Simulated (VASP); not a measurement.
A run of VASP 6.6.1 is set up as follows.

Contents of INCAR:

```
PREC     = Accurate       # precision mode
ENCUT    = 520            # plane-wave cutoff, eV
EDIFF    = 1E-7           # SCF threshold, eV
ISMEAR   = 0              # smearing method
SIGMA    = 0.15           # smearing width, eV
LREAL    = F              # projectors in reciprocal space
LASPH    = T              # aspherical terms in the spheres
NELM     = 100            # most SCF steps
ALGO     = Fast           # electronic algorithm
ISIF     = 2              # what is computed and relaxed
LWAVE    = F              # write WAVECAR
LCHARG   = T              # write CHGCAR
GGA      = PE             # functional
IVDW     = 12             # dispersion correction
LELF     = T              # ELF
LVHAR    = T            
NBANDS   = 22             # bands
```

File KPOINTS:

```
Automatic mesh
0
Gamma
  14 14 14
```

File POSCAR:

```
Al
1.0
   -3.9827256583      3.9827256583      0.0000000000
   -3.9827256583      0.0000000000      3.9827256583
    0.0000000000      3.9827256583      3.9827256583
Al
8
Direct
   -0.0282469870     -0.0282469870      0.0282469870
    0.5000000000      0.0000000000      0.0000000000
    0.0000000000      0.5000000000      0.0000000000
    0.0000000000      0.0000000000      0.5000000000
    0.5000000000      0.5000000000      0.0000000000
    0.5000000000      0.0000000000      0.5000000000
    0.0000000000      0.5000000000      0.5000000000
    0.5000000000      0.5000000000      0.5000000000
```

Potentials or basis: VASP PAW PBE potentials, release 64 (Al).

Launch:

```sh
$ cat potpaw_PBE.64/Al/POTCAR > POTCAR
$ mpirun -np 1 vasp_std > vasp.out
```

(1) Predict the largest force.

(2) Predict the band gap on the k mesh.

(3) What does it give for the pressure?

(4) Predict the dispersion energy per atom.

## Answers

(1) 1.229 eV/Å.

(2) zero (bands 12 and 13 overlap by 2.82 eV).

(3) 0.5 GPa.

(4) -0.352 eV.

Caveat: the cell differs from its parent crystal (atom 1 (Al) moved +0.225 Å towards its neighbour atom 8 (Al) at 3.983 Å); forces of over 1 eV/Å act on the atoms, so gaps and moduli don't describe the material at rest.
